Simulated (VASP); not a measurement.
A run of VASP 6.6.1 is set up as follows.

INCAR

```
PREC = Accurate
ENCUT = 500
EDIFF = 1E-7
ISMEAR = -1
SIGMA = 0.05
LREAL = False
LASPH = True
NELM = 120
ALGO = Normal
ISIF = 3
LWAVE = False
LCHARG = False
GGA = PS
IBRION = 2
NSW = 50
EDIFFG = -0.01
GGA_COMPAT = False
NELMIN = 4
```

File KPOINTS:

```
regular mesh
0
Gamma
  7 7 7
```

File POSCAR:

```
Pb
1.0
    0.0000000000      2.4750200000      2.4750200000
    2.4750200000      0.0000000000      2.4750200000
    2.4750200000      2.4750200000      0.0000000000
Pb
1
Direct
    0.0000000000      0.0000000000      0.0000000000
```

Potentials or basis: VASP PAW PBE potentials, release 64 (Pb_d).

Run with:

```bash
$ cat potpaw_PBE.64/Pb_d/POTCAR > POTCAR
$ mpirun -np 1 vasp_std > vasp.out
```

Problem. Estimate the band gap on the k mesh.

Solution. Zero (bands 7 and 8 overlap by 8.87 eV).

Final structure:
```
Pb
1.0
     0.00000    2.47502    2.47502
     2.47502    0.00000    2.47502
     2.47502    2.47502    0.00000
Pb
1
Direct
  0.00000 0.00000 0.00000
```

Caveat: the relaxation stopped at its first step, so nothing moved; spin-orbit coupling is left out, which moves the levels of the heavy elements.
